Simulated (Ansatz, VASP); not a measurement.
# Two plane-wave programs on CdF2

```
Cd F
1.0
     0.00000    2.69400    2.69400
     2.69400    0.00000    2.69400
     2.69400    2.69400    0.00000
Cd F
1 2
Direct
  0.00000 0.00000 0.00000
  0.25000 0.25000 0.25000
  0.75000 0.75000 0.75000
```

Alike in both runs: task relaxation of cell and atoms; functional PBE; k mesh 8 × 8 × 8; occupations gaussian, width 0.02 eV; no spin polarisation.

|  | VASP | Ansatz |
| --- | --- | --- |
| version | VASP 6.6.1 | Ansatz 0.2.0 |
| potentials or method | VASP PAW PBE potentials, release 64 (Cd, F), cutoff 600 eV | scalar-relativistic, plane waves, PAW |
| valence electrons in the cell | 26 | 34 |

|  | VASP | Ansatz | Ansatz less VASP |
| --- | --- | --- | --- |
| gap on the k mesh at the Fermi level, each at its own relaxed structure (eV) | 2.87 | 2.92 | +0.047 |
| relaxed volume (Å³/atom) | 13.79 | 13.72 | -0.068 |
| relaxed cell length with the largest relative difference (Å) | 3.882 | 3.875 | -0.0064 |

VASP's potentials hold 26 valence electrons a cell and Ansatz's 34, so a difference there can come from the potentials and not from the codes.
